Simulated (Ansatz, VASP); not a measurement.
Given: the input of a run of Ansatz 0.2.0 on As.

The input input.yaml:

```yaml
crystal:
  lattice:
    - [1.8055650228, 1.0424434519, 3.5140619945]
    - [-1.8055650228, 1.0424434519, 3.5140619945]
    - [0.0, -2.0848869038, 3.5140619945]
  atoms:
    - { symbol: As, position: [0.226, 0.226, 0.226] }
    - { symbol: As, position: [0.774, 0.774, 0.774] }
hamiltonian:
  xc: pbesol
  pseudopotentials: { kind: paw }
kpoints:
  mp_grid: { grid: [7, 7, 7] }
scf:
  occupations: { method: fermi_dirac, width: 0.05 }
output:
  forces: true
  stress: true
  eigenvalues: true
```

Potentials or basis: Ansatz PAW.

Launch:

```bash
$ ansatz run input.yaml --threads 2 --pin off --max-ram 5632MiB --backend cpu --events-out ev --progress --plain --runs-dir out
```

**Question.** Translate it to VASP 6.6.1. Potentials there: VASP PAW PBE potentials, release 64 (As).

**Answer.** As run (the cutoff follows the program's own potentials):

Contents of INCAR:

```
SYSTEM = As
PREC = Accurate ; ENCUT = 520
EDIFF = 1E-6 ; ISMEAR = -1
SIGMA = 0.05 ; LREAL = .FALSE.
LASPH = .TRUE. ; NELM = 80
ALGO = Normal ; ISIF = 2
LWAVE = .FALSE. ; LCHARG = .TRUE.
GGA = PS ; LELF = .TRUE.
LVHAR = .TRUE. ; NBANDS = 12
```

KPOINTS

```
Automatic mesh
0
G
  7 7 7
  0 0 0
```

The input POSCAR:

```
As
1.0
    1.8055650228      1.0424434519      3.5140619945
   -1.8055650228      1.0424434519      3.5140619945
    0.0000000000     -2.0848869038      3.5140619945
As
2
Direct
    0.2260000000      0.2260000000      0.2260000000
    0.7740000000      0.7740000000      0.7740000000
```

Potentials or basis: VASP PAW PBE potentials, release 64 (As).

The run is started by

```sh
$ cat potpaw_PBE.64/As/POTCAR > POTCAR
$ mpirun -np 1 vasp_std > vasp.out
```

Both were run:

|  | VASP | Ansatz | Ansatz less VASP |
| --- | --- | --- | --- |
| gap on the k mesh at the Fermi level (eV) | none | none | - |
| pressure (GPa) | 9.4 | 8.7 | -0.68 |
| traceless stress, the component that is largest in VASP (GPa) | -3.53 | -3.37 | +0.157 |
| rms of the force components (eV/Å) | 0.573 | 0.512 | -0.0605 |

VASP's potentials were made for PBE, not for PBEsol. Atom by atom the forces differ by 0.060 eV/Å (rms over components). A gap of «none» marks a metal or a gap that the smearing closes. With one functional, cell and mesh, what is left measures potentials, basis and numerics. VASP's potentials hold 10 valence electrons a cell and Ansatz's 30, so a difference there can come from the potentials and not from the codes.
